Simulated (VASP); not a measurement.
The system is InO3.

```xyz
4
Lattice="3.5778 0.0000 0.0000 0.0000 3.5778 0.0000 0.0000 0.0000 3.5778" Properties=species:S:1:pos:R:3 pbc="T T T"
In    0.0000    0.0000    0.0000
O     0.0000    1.7889    1.7889
O     1.7889    0.0000    1.7889
O     1.7889    1.7889    0.0000
```

```yaml
Program: VASP 6.6.1
Task: relaxation of cell and atoms
Functional: PBE
Potentials_or_basis: VASP PAW PBE potentials, release 64 (In_d, O)
Cutoff: 600 eV
k_mesh: 6 × 6 × 6
Occupations: gaussian, width 0.1 eV
Spin: collinear spin, ferromagnetic start
Starting_moments: "[0.0, 1.14, 1.14, 1.14] μB"
```

At the start: pressure -9.1 GPa; volume 11.45 Å³/atom.

How do energy, volume and symmetry change on relaxing?

Over 3 steps the energy falls by 28.7 meV/atom and the volume is 10.52 Å³/atom (-8.1 %); space group Pm-3m (No. 221, to 0.1 Å) before and after; moment 3.01 μB per cell.

The path:
```tsv
step	energy change (eV)	largest force (eV/Å)	pressure (GPa)	volume (Å³)
1	0.0000	0.0000	-9.07	45.80
2	-0.1124	0.0000	1.56	41.63
3	-0.1146	0.0000	0.04	42.09
```

Final structure:
```xyz
4
Lattice="3.4786 0.0000 0.0000 0.0000 3.4786 0.0000 0.0000 0.0000 3.4786" Properties=species:S:1:pos:R:3 pbc="T T T"
In    0.0000    0.0000    0.0000
O     0.0000    1.7393    1.7393
O     1.7393    0.0000    1.7393
O     1.7393    1.7393    0.0000
```
